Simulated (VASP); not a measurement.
# NaF (Villiaumite) (Fm-3m) in VASP: a series of runs

The runs below take NaF (Villiaumite) through single point, with PBEsol, LDA.

Everything below comes from runs of VASP 6.6.1. Logs are shortened: lines on timing, memory, paths and dates and some standing lists are left out, and cuts for length are marked.

## (1) The cell of the first run

Symmetry: Fm-3m, No. 225, cubic system. Conventional cell: a = 4.731 Å, b = 4.731 Å, c = 4.731 Å, α = 90.00°, β = 90.00°, γ = 90.00°. Within 3.1 Å of Na (site symmetry m-3m) lie 6 F at 2.37 Å. Within 3.1 Å of F (site symmetry m-3m) lie 6 Na at 2.37 Å.

## (2) Single point, PBEsol (volume scaled by 1.06)

The input, INCAR:

```
SYSTEM = NaF
ALGO     = Normal         ! electronic algorithm
EDIFF    = 1E-6           ! SCF threshold, eV
ENCUT    = 520            ! plane-wave cutoff, eV
GGA      = PS             ! functional
ISIF     = 2              ! what is computed and relaxed
ISMEAR   = -1             ! smearing method
LASPH    = .TRUE.         ! aspherical terms in the spheres
LCHARG   = .TRUE.         ! write CHGCAR
LELF     = .TRUE.         ! ELF
LREAL    = .FALSE.        ! projectors in reciprocal space
LVHAR    = .TRUE.       
LWAVE    = .FALSE.        ! write WAVECAR
NBANDS   = 14             ! bands
NELM     = 100            ! most SCF steps
PREC     = Accurate       ! precision mode
SIGMA    = 0.05           ! smearing width, eV
```

The input, KPOINTS:

```
k-points
0
G
  10 10 10
  0 0 0
```

The input, POSCAR:

```
NaF
1.0
    0.0000000000      2.3655017480      2.3655017480
    2.3655017480      0.0000000000      2.3655017480
    2.3655017480      2.3655017480      0.0000000000
Na F
1 1
Direct
    0.0000000000      0.0000000000      0.0000000000
    0.5000000000      0.5000000000      0.5000000000
```

Potentials or basis: VASP PAW PBE potentials, release 64 (Na_pv, F).

The run is started by

```
$ cat potpaw_PBE.64/Na_pv/POTCAR potpaw_PBE.64/F/POTCAR > POTCAR
$ mpirun -np 1 vasp_std > vasp.out
```

OUTCAR:

```text
SYSTEM = NaF
   EDIFF = 1E-6
   ENCUT = 520
   GGA = PS
   ISIF = 2
   ISMEAR = -1
   LASPH = .TRUE.
   LREAL = .FALSE.
   NELM = 100
   PREC = Accurate

 ion  position               nearest neighbor table
   1  0.000  0.000  0.000-
   2  0.500  0.500  0.500-

  LATTYP: Found a face centered cubic cell.
 ALAT       =     4.7310034960

  Lattice vectors:

 A1 = (   0.0000000000,   2.3655017480,   2.3655017480)
 A2 = (   2.3655017480,   0.0000000000,   2.3655017480)
 A3 = (   2.3655017480,   2.3655017480,   0.0000000000)

Analysis of symmetry for initial positions (statically):
=====================================================================
 Subroutine PRICEL returns:
 Original cell was already a primitive cell.

 Routine SETGRP: Setting up the symmetry group for a
 face centered cubic supercell.

 Subroutine GETGRP returns: Found 48 space group operations
 (whereof 48 operations were pure point group operations)
 out of a pool of 48 trial point group operations.

The static configuration has the point symmetry O_h .

Analysis of symmetry for dynamics (positions and initial velocities):
=====================================================================
 Subroutine PRICEL returns:
 Original cell was already a primitive cell.

 Routine SETGRP: Setting up the symmetry group for a
 face centered cubic supercell.

 Subroutine GETGRP returns: Found 48 space group operations
 (whereof 48 operations were pure point group operations)
 out of a pool of 48 trial point group operations.

The dynamic configuration has the point symmetry O_h .

 Subroutine INISYM returns: Found 48 space group operations
 (whereof 48 operations are pure point group operations),
 and found     1 'primitive' translations

----------------------------------------------------------------------------------------

                                     Primitive cell

  volume of cell :      26.4728

  direct lattice vectors                    reciprocal lattice vectors
     0.000000000  2.365501748  2.365501748    -0.211371647  0.211371647  0.211371647
     2.365501748  0.000000000  2.365501748     0.211371647 -0.211371647  0.211371647
     2.365501748  2.365501748  0.000000000     0.211371647  0.211371647 -0.211371647

  length of vectors
     3.345324654  3.345324654  3.345324654     0.366106432  0.366106432  0.366106432

  position of ions in fractional coordinates (direct lattice)
     0.000000000  0.000000000  0.000000000
     0.500000000  0.500000000  0.500000000

  ion indices of the primitive-cell ions
[... 80 lines left out ...]
   NFREE  =      0    steps in history (QN), initial steepest desc. (CG)
   ISIF   =      2    stress and relaxation
   ISYM   =      2    0-nonsym 1-usesym 2-fastsym
   POTIM  = 0.5000    time-step for ionic-motion
   TEBEG  =    0.0;   TEEND  =   0.0 temperature during run
   PSTRESS=    0.0 pullay stress
   NELECT =      14.0000    total number of electrons
   NUPDOWN=      -1.0000    fix difference up-down
   EMIN   =  10.00;   EMAX   =-10.00  energy-range for DOS
   EFERMI =   0.00;   METHOD = LEGACY
   ISMEAR =    -1;   SIGMA  =   0.05  broadening in eV -4-tet -1-fermi 0-gaus
   EFERMI_NEDOS =   21; number of points for ismear=-14 and -15
   IALGO  =     38    algorithm
   IMIX   =      4    mixing-type and parameters
     AMIX     =   0.40;   BMIX     =  1.00
     AMIX_MAG =   1.60;   BMIX_MAG =  1.00
  volume/ion in A,a.u.               =      13.24        89.32
  Fermi-wavevector in a.u.,A,eV,Ry     =   1.323887  2.501784 23.846614  1.752677
  Thomas-Fermi vector in A             =   2.453462
   LORBIT       =      0    0 simple, 1 ext, 2 COOP (PROOUT), +10 PAW based schemes
   GGA     = PS    functional components
   LHFCALC =     F    Hartree Fock is set to
   AEXX    =    0.0000 exact exchange contribution
   IVDW    =     0    specifies the selected vdW correction
   LEPSILON=     F    determine dielectric tensor
   LRPA    =     F    only Hartree local field effects (RPA)
 non-spin polarized calculation
  energy-cutoff  :      520.00
  volume of cell :       26.47
 maximum number of plane-waves:       728
 NGX is ok and might be reduce to    28
   NGX = 13   NGY = 13   NGZ = 13

 number of electron      13.9999993 magnetization

 Free energy of the ion-electron system (eV)
  ---------------------------------------------------
  ext. energy  EPLUGINS =         0.00000000
  ---------------------------------------------------
  free energy    TOTEN  =        -8.75583571 eV

  energy without entropy =       -8.75583571  energy(sigma->0) =       -8.75583571

 E-fermi :  -1.2841     XC(G=0):  -9.0271

 val. band max:       -2.4275659384   @ k =   0.0000   0.0000   0.0000
 cond. band min:       3.4237837380   @ k =   0.0000   0.0000   0.0000
 fundamental gap:      5.8513496764
 Fermi energy:        -1.2841110258

 k-point     1 :       0.0000    0.0000    0.0000
  band No.  band energies     occupation
      1     -21.3877      2.00000
      2     -21.3877      2.00000
      3     -21.3877      2.00000
      4     -21.3852      2.00000
      5      -2.4276      2.00000
      6      -2.4276      2.00000
      7      -2.4276      2.00000
      8       3.4238      0.00000
      9      15.9816      0.00000
     10      15.9816      0.00000
     11      15.9816      0.00000
     12      18.5395      0.00000
     13      20.8566      0.00000
     14      20.8566      0.00000
[... 377 lines left out ...]
      1     -21.7393      2.00000
      2     -21.4273      2.00000
      3     -21.4209      2.00000
      4     -20.9230      2.00000
      5      -3.5318      2.00000
      6      -2.7856      2.00000
      7      -2.7334      2.00000
      8       7.5526      0.00000
      9      10.9574      0.00000
     10      13.5650      0.00000
     11      16.3441      0.00000
     12      16.3705      0.00000
     13      21.8994      0.00000
     14      23.3677      0.00000

 [... further k-points ...]
[... 5 lines left out ...]
  --------------------------------------------------------------------------------------
  -------------------------------------------------------------------------------------
  Total       -0.4722500     -0.4722500     -0.4722500      0.0000000      0.0000000      0.0000000
  in kB      -28.5813501    -28.5813501    -28.5813501      0.0000000      0.0000000      0.0000000
  external PRESSURE =     -28.5813501 kB  Pullay stress =       0.0000000 kB

 VOLUME and BASIS-vectors are now :
 -----------------------------------------------------------------------------
  energy-cutoff  :      520.00
  volume of cell :       26.47
      direct lattice vectors                 reciprocal lattice vectors
     0.000000000  2.365501748  2.365501748    -0.211371647  0.211371647  0.211371647
     2.365501748  0.000000000  2.365501748     0.211371647 -0.211371647  0.211371647
     2.365501748  2.365501748  0.000000000     0.211371647  0.211371647 -0.211371647

 POSITION                                       TOTAL-FORCE (eV/Angst)
 -----------------------------------------------------------------------------------
      0.00000      0.00000      0.00000         0.000000      0.000000     -0.000000
      2.36550      2.36550      2.36550         0.000000     -0.000000      0.000000
 -----------------------------------------------------------------------------------
    total drift:                                0.000000      0.000000      0.000000

  FREE ENERGIE OF THE ION-ELECTRON SYSTEM (eV)
  ---------------------------------------------------
  free  energy   TOTEN  =        -8.7558357102 eV

  energy  without entropy=       -8.7558357101  energy(sigma->0) =       -8.75583571
```

OSZICAR:

```text
N       E                     dE             d eps       ncg     rms          rms(c)
DAV:   1     0.108702636251E+03    0.10870E+03   -0.77736E+03  1334   0.120E+03
DAV:   2    -0.362026909610E+01   -0.11232E+03   -0.10424E+03  1394   0.343E+02
DAV:   3    -0.949049855327E+01   -0.58702E+01   -0.58557E+01  1658   0.701E+01
DAV:   4    -0.953858062876E+01   -0.48082E-01   -0.48079E-01  1460   0.676E+00
DAV:   5    -0.953905298051E+01   -0.47235E-03   -0.47235E-03  1646   0.683E-01    0.492E+00
DAV:   6    -0.877244401474E+01    0.76661E+00   -0.27248E+00  1574   0.141E+01    0.186E+00
DAV:   7    -0.875634012027E+01    0.16104E-01   -0.29997E-02  1340   0.211E+00    0.104E+00
DAV:   8    -0.875539319408E+01    0.94693E-03   -0.28126E-02  1418   0.379E+00    0.156E-01
DAV:   9    -0.875593934262E+01   -0.54615E-03   -0.43737E-03  1646   0.647E-01    0.120E-01
DAV:  10    -0.875584013583E+01    0.99207E-04   -0.12051E-03  1478   0.336E-01    0.285E-02
DAV:  11    -0.875583500171E+01    0.51341E-05   -0.70402E-05  1556   0.142E-01    0.593E-03
DAV:  12    -0.875583571016E+01   -0.70845E-06   -0.66812E-06  1478   0.284E-02
   1 F= -.87558357E+01 E0= -.87558357E+01  d E =-.155958E-10
```

stdout:

```text
POSCAR found type information on POSCAR NaF
 POSCAR found :  2 types and       2 ions
 scaLAPACK will be used
 -----------------------------------------------------------------------------
|                                                                             |
|                                                                             |
|     You enforced a specific xc type in the INCAR file but a different       |
|     I HOPE YOU KNOW WHAT YOU ARE DOING!                                     |
|                                                                             |
 -----------------------------------------------------------------------------

 LDA part: xc-table for (Slater+PW92), standard interpolation
 POSCAR, INCAR and KPOINTS ok, starting setup
 FFT: planning ... GRIDC
 FFT: planning ... GRID_SOFT
 FFT: planning ... GRID
 WAVECAR not read
 entering main loop
```

Run time: 8.3 s. Hardware: 1 thread of Intel Xeon 6975P-C (Granite Rapids), shared host; peak memory 0.15 GiB.

What came out:

| Quantity | Value |
| --- | --- |
| Free energy | -8.7558 eV |
| Pressure | -2.9 GPa |
| Band gap on the k mesh | 5.85 eV, direct |

Levels at points of the mesh, in eV from the valence-band top:
```csv
k point,band 4,band 5,band 6,band 7,band 8,band 9,band 10,band 11
"(0.00, 0.00, 0.00)",-18.96,0.00,0.00,0.00,5.85,18.41,18.41,18.41
"(0.50, 0.00, 0.00)",-18.17,-1.49,-0.23,-0.23,10.24,11.83,19.33,19.33
"(0.50, 0.50, 0.00)",-18.74,-1.20,-0.38,-0.38,12.48,12.89,12.94,18.86
```

Caveat: the cell differs from its parent crystal (volume scaled by 1.06); the PAW data sets were made with another functional, which shifts forces and pressure a little. A k mesh can miss the band edges.

## (3) Single point, LDA

This run uses another cell than the first one, of 11.74 Å³/atom, 0.887 times its volume.

The input, INCAR:

```
PREC = Accurate ; ENCUT = 520
EDIFF = 1E-6 ; ISMEAR = -1
SIGMA = 0.05 ; LREAL = False
LASPH = True ; NELM = 100
ALGO = Normal ; ISIF = 2
LWAVE = False ; LCHARG = False
GGA = CA ; NBANDS = 14
```

The input, KPOINTS:

```
regular mesh
0
Gamma
  10 10 10
```

The input, POSCAR:

```
NaF
1.0
    0.0000000000      2.2726397722      2.2726397722
    2.2726397722      0.0000000000      2.2726397722
    2.2726397722      2.2726397722      0.0000000000
Na F
1 1
Direct
    0.0000000000      0.0000000000      0.0000000000
    0.5000000000      0.5000000000      0.5000000000
```

Potentials or basis: VASP PAW LDA potentials, release 64 (Na_pv, F).

The run is started by

```
$ cat potpaw_LDA.64/Na_pv/POTCAR potpaw_LDA.64/F/POTCAR > POTCAR
$ mpirun -np 1 vasp_std > vasp.out
```

Run time: 6.7 s. Hardware: 1 thread of Intel Xeon Platinum 8259CL at 2.50GHz (Skylake/Cascade Lake), shared host; peak memory 0.13 GiB.

Results (log left out):

* Free energy: -9.3302 eV
* Pressure: -1.7 GPa
* Band gap on the k mesh: 6.27 eV, direct

Levels at points of the mesh, in eV from the valence-band top:
| k point | band 3 | band 4 | band 5 | band 6 | band 7 | band 8 | band 9 | band 10 | band 11 | band 12 |
| --- | --- | --- | --- | --- | --- | --- | --- | --- | --- | --- |
| (0.00, 0.00, 0.00) | -18.60 | -18.60 | 0.00 | 0.00 | 0.00 | 6.27 | 18.93 | 18.93 | 18.93 | 21.87 |
| (0.50, 0.00, 0.00) | -18.61 | -17.68 | -1.80 | -0.30 | -0.30 | 10.74 | 12.59 | 20.29 | 20.29 | 23.14 |
| (0.50, 0.50, 0.00) | -18.67 | -18.55 | -1.42 | -0.45 | -0.45 | 13.02 | 13.23 | 13.82 | 20.07 | 20.07 |

## (4) Single point, LDA

This run uses another cell than the first one, of 11.99 Å³/atom, 0.906 times its volume.

The input, INCAR:

```
SYSTEM = NaF
PREC = Accurate
ENCUT = 520
EDIFF = 1E-6
ISMEAR = -1
SIGMA = 0.05
LREAL = .FALSE.
LASPH = .TRUE.
NELM = 100
ALGO = Normal
ISIF = 2
LWAVE = .FALSE.
LCHARG = .FALSE.
NBANDS = 14
```

The input, KPOINTS:

```
regular mesh
0
G
  10 10 10
  0 0 0
```

The input, POSCAR:

```
NaF
1.0
    0.0000000000      2.2886448050      2.2886448050
    2.2886448050      0.0000000000      2.2886448050
    2.2886448050      2.2886448050      0.0000000000
Na F
1 1
Direct
    0.0000000000      0.0000000000      0.0000000000
    0.5000000000      0.5000000000      0.5000000000
```

The run is started by

```
$ cat potpaw_LDA.64/Na_pv/POTCAR potpaw_LDA.64/F/POTCAR > POTCAR
$ mpirun -np 1 vasp_std > vasp.out
```

Wall time 6.8 s (1 thread of Intel Xeon Platinum 8259CL at 2.50GHz (Skylake/Cascade Lake), shared host); peak memory 0.13 GiB.

The run converged. Its results:

- Free energy: -9.3241 eV
- Pressure: -2.8 GPa
- Band gap on the k mesh: 6.15 eV, direct

Levels at points of the mesh, in eV from the valence-band top:
```tsv
k point	band 5	band 6	band 7	band 8	band 9	band 10
(0.00, 0.00, 0.00)	0.00	0.00	0.00	6.15	18.79	18.79
(0.50, 0.00, 0.00)	-1.75	-0.29	-0.29	10.61	12.41	20.06
(0.50, 0.50, 0.00)	-1.39	-0.44	-0.44	12.96	13.05	13.60
```

A k mesh can miss the band edges. As with any semilocal functional, this LDA gap is likely too small.

## (5) Single point, LDA

This run uses another cell than the first one, of 12.24 Å³/atom, 0.925 times its volume.

The input, INCAR:

```
PREC = Accurate
ENCUT = 520
EDIFF = 1E-7
ISMEAR = -1
SIGMA = 0.05
LREAL = False
LASPH = True
NELM = 80
ALGO = Normal
ISIF = 2
LWAVE = False
LCHARG = True
GGA = CA
LELF = True
LVHAR = True
NBANDS = 14
```

The input, KPOINTS:

```
Automatic mesh
0
Gamma
  10 10 10
```

The input, POSCAR:

```
NaF
1.0
    0.0000000000      2.3044290610      2.3044290610
    2.3044290610      0.0000000000      2.3044290610
    2.3044290610      2.3044290610      0.0000000000
Na F
1 1
Direct
    0.0000000000      0.0000000000      0.0000000000
    0.5000000000      0.5000000000      0.5000000000
```

The run is started by

```
$ cat potpaw_LDA.64/Na_pv/POTCAR potpaw_LDA.64/F/POTCAR > POTCAR
$ mpirun -np 1 vasp_std > vasp.out
```

It took 7.4 s on 1 thread of Intel Xeon Platinum 8259CL at 2.50GHz (Skylake/Cascade Lake), shared host; peak memory 0.13 GiB.

It converged, with:

```
Free energy            : -9.3148 eV
Pressure               : -3.7 GPa
Band gap on the k mesh : 6.04 eV, direct
```

Levels at points of the mesh, in eV from the valence-band top:
```csv
k point,band 4,band 5,band 6,band 7,band 8,band 9,band 10,band 11
"(0.00, 0.00, 0.00)",-18.71,0.00,0.00,0.00,6.04,18.65,18.65,18.65
"(0.50, 0.00, 0.00)",-17.78,-1.70,-0.27,-0.27,10.48,12.23,19.84,19.84
"(0.50, 0.50, 0.00)",-18.50,-1.35,-0.43,-0.43,12.88,12.89,13.40,19.53
```

A k mesh can miss the band edges.

## (6) Single point, LDA

This run uses another cell than the first one, of 12.49 Å³/atom, 0.943 times its volume.

The input, INCAR:

```
SYSTEM = NaF
ALGO = Normal
EDIFF = 1E-7
ENCUT = 520
ISIF = 2
ISMEAR = -1
LASPH = .True.
LCHARG = .False.
LREAL = .False.
LWAVE = .False.
NBANDS = 14
NELM = 60
PREC = Accurate
SIGMA = 0.05
```

The input, KPOINTS:

```
k-points
0
Gamma
  10 10 10
  0 0 0
```

The input, POSCAR:

```
NaF
1.0
    0.0000000000      2.3200000000      2.3200000000
    2.3200000000      0.0000000000      2.3200000000
    2.3200000000      2.3200000000      0.0000000000
Na F
1 1
Direct
    0.0000000000      0.0000000000      0.0000000000
    0.5000000000      0.5000000000      0.5000000000
```

Potentials or basis: VASP PAW LDA potentials, release 64 (Na_pv, F).

The run is started by

```
$ cat potpaw_LDA.64/Na_pv/POTCAR potpaw_LDA.64/F/POTCAR > POTCAR
$ mpirun -np 1 vasp_std > vasp.out
```

Wall time 7 s (1 thread of Intel Xeon Platinum 8259CL at 2.50GHz (Skylake/Cascade Lake), shared host); peak memory 0.13 GiB.

The run converged. Its results:

```yaml
Free_energy: -9.3027 eV
Pressure: -4.5 GPa
Band_gap_on_the_k_mesh: 5.94 eV, direct
```

Levels at points of the mesh, in eV from the valence-band top:
```tsv
k point	band 3	band 4	band 5	band 6	band 7	band 8	band 9	band 10	band 11	band 12
(0.00, 0.00, 0.00)	-18.77	-18.75	0.00	0.00	0.00	5.94	18.51	18.51	18.51	21.31
(0.50, 0.00, 0.00)	-18.78	-17.83	-1.65	-0.26	-0.26	10.36	12.06	19.62	19.62	22.41
(0.50, 0.50, 0.00)	-18.83	-18.48	-1.32	-0.42	-0.42	12.72	12.83	13.20	19.27	19.27
```

A k mesh can miss the band edges.

## (7) The runs side by side

| level | potentials or basis | cell | gap on the mesh (eV) | pressure (GPa) |
| --- | --- | --- | --- | --- |
| PBEsol | VASP PAW PBE potentials, release 64 (Na_pv, F) | a = 3.345 Å, angles 60.0°, 2 atoms | 5.85 | -2.9 |
| LDA | VASP PAW LDA potentials, release 64 (Na_pv, F) | a = 3.214 Å, angles 60.0°, 2 atoms | 6.27 | -1.7 |
| LDA | VASP PAW LDA potentials, release 64 (Na_pv, F) | a = 3.237 Å, angles 60.0°, 2 atoms | 6.15 | -2.8 |
| LDA | VASP PAW LDA potentials, release 64 (Na_pv, F) | a = 3.259 Å, angles 60.0°, 2 atoms | 6.04 | -3.7 |
| LDA | VASP PAW LDA potentials, release 64 (Na_pv, F) | a = 3.281 Å, angles 60.0°, 2 atoms | 5.94 | -4.5 |

Alike in all rows: task single point; no spin polarisation; k mesh 10 × 10 × 10; cutoff (eV) 520; smearing fermi-dirac 0.05 eV.

Caveats: the PAW data sets were made with another functional, which shifts forces and pressure a little (some runs).

Absolute energies hang on the potentials; compare differences alone.
